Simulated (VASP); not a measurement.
The system is GaAs.

```xyz
2
Lattice="0.0000 2.8835 2.8835 2.8835 0.0000 2.8835 2.8835 2.8835 0.0000" Properties=species:S:1:pos:R:3 pbc="T T T"
Ga    0.0000    0.0000    0.0000
As    2.8835    2.8835    2.8835
```

```yaml
Program: VASP 6.6.1
Task: relaxation of cell and atoms
Functional: r2SCAN
Potentials_or_basis: VASP PAW PBE potentials, release 64 (Ga_d, As)
Cutoff: 600 eV
k_mesh: 6 × 6 × 6
Occupations: gaussian, width 0.1 eV
Spin: no spin polarisation
```

At the start: pressure -11.2 GPa; volume 23.97 Å³/atom.

Problem. How do energy, volume and symmetry change on relaxing?

Solution. Over 3 steps the energy falls by 223.4 meV/atom and the volume is 18.88 Å³/atom (-21.3 %); space group Fm-3m (No. 225, to 0.1 Å) before and after.

Step by step:
```
step  energy change (eV)  largest force (eV/Å)  pressure (GPa)  volume (Å³)
   1              0.0000                0.0000          -11.18        47.95
   2             -0.4451                0.0000            1.15        37.25
   3             -0.4468                0.0000            0.00        37.75
```

Final structure:
```xyz
2
Lattice="0.0000 2.6626 2.6626 2.6626 0.0000 2.6626 2.6626 2.6626 0.0000" Properties=species:S:1:pos:R:3 pbc="T T T"
Ga    0.0000    0.0000    0.0000
As    2.6626    2.6626    2.6626
```

Caveat: the volume moved by over 15 % at a fixed basis, so the end points are rough; the PAW data sets were made with another functional, which shifts forces and pressure a little.
